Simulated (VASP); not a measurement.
# C in VASP: single point with PBE

Aim: the single point of C with PBE.

Program: VASP 6.6.1. These are calculated values, not measurements. Logs are shortened: lines on timing, memory, paths and dates and some standing lists are left out, and cuts for length are marked.

### Step 1. The cell of the first run

The cell holds a slab with vacuum, 4 atoms: a = 2.526 Å, b = 2.526 Å, c = 18.578 Å, α = 90.00°, β = 90.00°, γ = 120.00°.

### Step 2. Single point, PBE

INCAR

```
SYSTEM = C
PREC = Accurate ; ENCUT = 520
EDIFF = 1E-7 ; ISMEAR = -1
SIGMA = 0.02 ; LREAL = .False.
LASPH = .True. ; NELM = 100
ALGO = Normal ; ISIF = 2
LWAVE = .False. ; LCHARG = .True.
LDIPOL = .True. ; IDIPOL = 3
DIPOL = 0.5 0.5 0.500 ; GGA = PE
LELF = .True. ; LVHAR = .True.
LVACPOTAV = .True. ; NBANDS = 16
```

KPOINTS

```
Automatic mesh
0
Gamma
  14 14 1
  0 0 0
```

POSCAR

```
C
1.0
    2.5255274270      0.0000000000      0.0000000000
   -1.2627637135      2.1871709098      0.0000000000
    0.0000000000      0.0000000000     18.5776000000
C
4
Direct
    0.1666666665      0.3333333335      0.4306259786
    0.5000000005      0.9999999995      0.4583755874
    0.5000000005      0.9999999995      0.5416244130
    0.8333333335      0.6666666665      0.5693740214
```

Potentials or basis: VASP PAW PBE potentials, release 64 (C).

Started as:

```
$ cat potpaw_PBE.64/C/POTCAR > POTCAR
$ mpirun -np 1 vasp_std > vasp.out
```

OUTCAR:

```text
SYSTEM = C
   PREC = Accurate
   ENCUT = 520
   EDIFF = 1E-7
   ISMEAR = -1
   LREAL = .False.
   LASPH = .True.
   NELM = 100
   ISIF = 2
   GGA = PE

 ion  position               nearest neighbor table
   1  0.167  0.333  0.431-   2 1.55   2 1.55   2 1.55
   2  0.500  1.000  0.458-   1 1.55   1 1.55   3 1.55   1 1.55
   3  0.500  1.000  0.542-   4 1.55   4 1.55   4 1.55   2 1.55
   4  0.833  0.667  0.569-   3 1.55   3 1.55   3 1.55

  LATTYP: Found a hexagonal cell.
 ALAT       =     2.5255274270
 C/A-ratio  =     7.3559288256

  Lattice vectors:

 A1 = (   2.5255274270,   0.0000000000,   0.0000000000)
 A2 = (  -1.2627637135,   2.1871709098,   0.0000000000)
 A3 = (   0.0000000000,   0.0000000000,  18.5776000000)

Analysis of symmetry for initial positions (statically):
=====================================================================
 Subroutine PRICEL returns:
 Original cell was already a primitive cell.

 Routine SETGRP: Setting up the symmetry group for a
 hexagonal supercell.

 Subroutine GETGRP returns: Found 12 space group operations
 (whereof  4 operations were pure point group operations)
 out of a pool of 24 trial point group operations.

The static configuration has the point symmetry C_2h.
 The point group associated with its full space group is D_3d.

Analysis of symmetry for dynamics (positions and initial velocities):
=====================================================================
 Subroutine PRICEL returns:
 Original cell was already a primitive cell.

 Routine SETGRP: Setting up the symmetry group for a
 hexagonal supercell.

 Subroutine GETGRP returns: Found 12 space group operations
 (whereof  4 operations were pure point group operations)
 out of a pool of 24 trial point group operations.

The dynamic configuration has the point symmetry C_2h.
 The point group associated with its full space group is D_3d.

 Subroutine INISYM returns: Found 12 space group operations
 (whereof  4 operations are pure point group operations),
 and found     1 'primitive' translations

----------------------------------------------------------------------------------------

                                     Primitive cell

  volume of cell :     102.6182

  direct lattice vectors                    reciprocal lattice vectors
     2.525527427  0.000000000  0.000000000     0.395956896  0.228605820  0.000000000
    -1.262763714  2.187170910  0.000000000     0.000000000  0.457211641  0.000000000
     0.000000000  0.000000000 18.577600000     0.000000000  0.000000000  0.053828266

  length of vectors
     2.525527427  2.525527427 18.577600000     0.457211641  0.457211641  0.053828266

  position of ions in fractional coordinates (direct lattice)
     0.166666666  0.333333334  0.430625979
     0.500000001  0.999999999  0.458375587
     0.500000001  0.999999999  0.541624413
     0.833333334  0.666666666  0.569374021

  ion indices of the primitive-cell ions
   primitive index   ion index
                 1           1
                 2           2
                 3           3
                 4           4

----------------------------------------------------------------------------------------

 KPOINTS: Automatic mesh

Automatic generation of k-mesh.
 Grid dimensions read from file:
 generate k-points for:   14   14    1

 Generating k-lattice:

  Cartesian coordinates                     Fractional coordinates (reciprocal lattice)
     0.028282635  0.016328987  0.000000000     0.071428571  0.000000000  0.000000000
     0.000000000  0.032657974  0.000000000     0.000000000  0.071428571  0.000000000
     0.000000000  0.000000000  0.053828266     0.000000000  0.000000000  1.000000000

  Length of vectors
     0.032657974  0.032657974  0.053828266

  Shift w.r.t. Gamma in fractional coordinates (k-lattice)
     0.000000000  0.000000000  0.000000000

 Subroutine IBZKPT returns following result:
 ===========================================

 Found     24 irreducible k-points:

 Following reciprocal coordinates:
            Coordinates               Weight
  0.000000  0.000000  0.000000      1.000000
  0.071429 -0.000000  0.000000      6.000000
  0.142857  0.000000  0.000000      6.000000
  0.214286  0.000000  0.000000      6.000000
  0.285714 -0.000000  0.000000      6.000000
  0.357143  0.000000  0.000000      6.000000
[... 16 lines left out ...]
  0.285714  0.285714  0.000000      6.000000
  0.357143  0.285714  0.000000      6.000000
   k-points           NKPTS =     24   k-points in BZ     NKDIM =     24   number of bands    NBANDS=     16
   number of dos      NEDOS =    301   number of ions     NIONS =      4
   total plane-waves  NPLWV =  56000
   dimension x,y,z NGX =    20 NGY =   20 NGZ =  140
   dimension x,y,z NGXF=    40 NGYF=   40 NGZF=  280
   ions per type =               4
   NGX,Y,Z   is equivalent  to a cutoff of  13.17, 13.17, 12.53 a.u.
   NGXF,Y,Z  is equivalent  to a cutoff of  26.33, 26.33, 25.06 a.u.
 SYSTEM =  C
   PREC   = accura    normal or accurate (medium, high low for compatibility)
   ISTART =      0    job   : 0-new  1-cont  2-samecut
   ICHARG =      2    charge: 1-file 2-atom 10-const
   ISPIN  =      1    spin polarized calculation?
   LNONCOLLINEAR =      F non collinear calculations
   LSORBIT =      F    spin-orbit coupling
   LASPH  =      T    aspherical Exc in radial PAW
   ENCUT  =  520.0 eV  38.22 Ry    6.18 a.u.   4.70  4.70 34.54*2*pi/ulx,y,z
   NELM   =    100;   NELMIN=  2; NELMDL= -5     # of ELM steps
   EDIFF  = 0.1E-06   stopping-criterion for ELM
   LREAL  =      F    real-space projection
   EDIFFG = 0.1E-05   stopping-criterion for IOM
   NSW    =      0    number of steps for IOM
   IBRION =     -1    ionic relax: 0-MD 1-quasi-New 2-CG
   NFREE  =      0    steps in history (QN), initial steepest desc. (CG)
   ISIF   =      2    stress and relaxation
   ISYM   =      2    0-nonsym 1-usesym 2-fastsym
   POTIM  = 0.5000    time-step for ionic-motion
   TEBEG  =    0.0;   TEEND  =   0.0 temperature during run
   PSTRESS=    0.0 pullay stress
   NELECT =      16.0000    total number of electrons
   NUPDOWN=      -1.0000    fix difference up-down
   EMIN   =  10.00;   EMAX   =-10.00  energy-range for DOS
   EFERMI =   0.00;   METHOD = LEGACY
   ISMEAR =    -1;   SIGMA  =   0.02  broadening in eV -4-tet -1-fermi 0-gaus
   EFERMI_NEDOS =   21; number of points for ismear=-14 and -15
   IALGO  =     38    algorithm
   IMIX   =      4    mixing-type and parameters
     AMIX     =   0.40;   BMIX     =  1.00
     AMIX_MAG =   1.60;   BMIX_MAG =  1.00
  volume/ion in A,a.u.               =      25.65       173.13
  Fermi-wavevector in a.u.,A,eV,Ry     =   0.881130  1.665094 10.563430  0.776390
  Thomas-Fermi vector in A             =   2.001584
   LORBIT       =      0    0 simple, 1 ext, 2 COOP (PROOUT), +10 PAW based schemes
   GGA     = PE    functional components
   LHFCALC =     F    Hartree Fock is set to
   AEXX    =    0.0000 exact exchange contribution
   IVDW    =     0    specifies the selected vdW correction
   LEPSILON=     F    determine dielectric tensor
   LRPA    =     F    only Hartree local field effects (RPA)
 non-spin polarized calculation
  energy-cutoff  :      520.00
  volume of cell :      102.62
 maximum number of plane-waves:      2805
 NGX is ok and might be reduce to    20
   NGX =  9   NGY =  9   NGZ = 69

 dipolmoment           0.000000      0.000000      0.000000 electrons x Angstroem

 number of electron      16.0000000 magnetization

 dipolmoment           0.000000      0.000000     -0.000000 electrons x Angstroem

 Free energy of the ion-electron system (eV)
  ---------------------------------------------------
  ext. energy  EPLUGINS =         0.00000000
  ---------------------------------------------------
  free energy    TOTEN  =       -32.55522029 eV

  energy without entropy =      -32.55521683  energy(sigma->0) =      -32.55521856

 E-fermi :  -2.3628     XC(G=0):  -3.9239

 val. band max:       -2.5577383235   @ k =   0.2857   0.2143   0.0000
 cond. band min:      -2.1783661188   @ k =   0.3571   0.2857   0.0000
 fundamental gap:      0.3793722048
 Fermi energy:        -2.3628030750

 k-point     1 :       0.0000    0.0000    0.0000
  band No.  band energies     occupation
      1     -22.5366      2.00000
      2     -19.1949      2.00000
      3     -12.0781      2.00000
      4      -4.9984      2.00000
      5      -4.3267      2.00000
      6      -4.3267      2.00000
[... 8 lines left out ...]
     15       5.1132      0.00000
     16       6.0976      0.00000

 k-point     2 :       0.0714   -0.0000    0.0000
  band No.  band energies     occupation
      1     -22.4130      2.00000
      2     -19.0781      2.00000
      3     -11.9732      2.00000
      4      -4.9908      2.00000
      5      -4.8808      2.00000
      6      -4.5882      2.00000
[... 8 lines left out ...]
     15       5.2783      0.00000
     16       6.1206      0.00000

 k-point     3 :       0.1429    0.0000    0.0000
  band No.  band energies     occupation
      1     -22.0435      2.00000
      2     -18.7292      2.00000
      3     -11.6705      2.00000
      4      -6.4942      2.00000
      5      -5.2178      2.00000
      6      -4.8986      2.00000
[... 8 lines left out ...]
     15       5.7641      0.00000
     16       6.0445      0.00000

 k-point     4 :       0.2143    0.0000    0.0000
  band No.  band energies     occupation
      1     -21.4319      2.00000
      2     -18.1520      2.00000
      3     -11.2315      2.00000
      4      -8.3510      2.00000
      5      -6.3866      2.00000
      6      -5.9580      2.00000
[... 8 lines left out ...]
     15       6.5385      0.00000
     16       6.7202      0.00000
[... 324 lines left out ...]
 k-point    22 :       0.3571    0.2143    0.0000
  band No.  band energies     occupation
      1     -17.0361      2.00000
      2     -14.8626      2.00000
      3     -13.5879      2.00000
      4     -12.4632      2.00000
      5     -10.2508      2.00000
      6      -8.5881      2.00000
[... 8 lines left out ...]
     15      10.0797      0.00000
     16      10.8710      0.00000

 k-point    23 :       0.2857    0.2857    0.0000
  band No.  band energies     occupation
      1     -17.0615      2.00000
      2     -14.1861      2.00000
      3     -13.9266      2.00000
      4     -12.3585      2.00000
      5     -10.1580      2.00000
      6      -9.5316      2.00000
[... 8 lines left out ...]
     15      10.7038      0.00000
     16      10.7840      0.00000

 k-point    24 :       0.3571    0.2857    0.0000
  band No.  band energies     occupation
      1     -16.3486      2.00000
      2     -14.5482      2.00000
      3     -13.6718      2.00000
      4     -12.6487      2.00000
      5     -10.6495      2.00000
      6      -9.8945      2.00000
[... 8 lines left out ...]
     15      11.3029      0.00000
     16      12.1849      0.00000

------------------------ aborting loop because EDIFF is reached ----------------------------------------

  FORCE on cell =-STRESS in cart. coord.  units (eV):
  Direction    XX          YY          ZZ          XY          YZ          ZX
  --------------------------------------------------------------------------------------
  -------------------------------------------------------------------------------------
  Total       -2.3695155     -2.3695155     -0.4535650      0.0000000     -0.0000000      0.0000000
  in kB      -36.9952283    -36.9952283     -7.0815073      0.0000000     -0.0000000      0.0000000
  external PRESSURE =     -27.0239880 kB  Pullay stress =       0.0000000 kB

 VOLUME and BASIS-vectors are now :
 -----------------------------------------------------------------------------
  energy-cutoff  :      520.00
  volume of cell :      102.62
      direct lattice vectors                 reciprocal lattice vectors
     2.525527427  0.000000000  0.000000000     0.395956896  0.228605820  0.000000000
    -1.262763714  2.187170910  0.000000000     0.000000000  0.457211641  0.000000000
     0.000000000  0.000000000 18.577600000     0.000000000  0.000000000  0.053828266

 POSITION                                       TOTAL-FORCE (eV/Angst)
 -----------------------------------------------------------------------------------
     -0.00000      0.72906      8.00000        -0.000000      0.000000      4.133404
      0.00000      2.18717      8.51552         0.000000      0.000000     -6.613110
      0.00000      2.18717     10.06208        -0.000000     -0.000000      6.613110
      1.26276      1.45811     10.57760         0.000000     -0.000000     -4.133404
 -----------------------------------------------------------------------------------
    total drift:                               -0.000001      0.000000     -0.000005

  FREE ENERGIE OF THE ION-ELECTRON SYSTEM (eV)
  ---------------------------------------------------
  free  energy   TOTEN  =       -32.5552202947 eV

  energy  without entropy=      -32.5552168336  energy(sigma->0) =      -32.55521856

 vacuum level on the upper side and lower side of the slab         3.396         3.396
```

It took 81 s on 1 thread of Intel Xeon 8259CL, shared host; peak memory 0.22 GiB.

What came out:

```
Free energy            : -32.5552 eV
Largest force          : 6.613 eV/Å
Band gap on the k mesh : 0.38 eV, indirect (least direct gap 0.43 eV)
```

Forces in eV/Å, atoms in the order of the input:
```
C    0.000  0.000  4.133
C    0.000  0.000 -6.613
C    0.000  0.000  6.613
C    0.000  0.000 -4.133
```
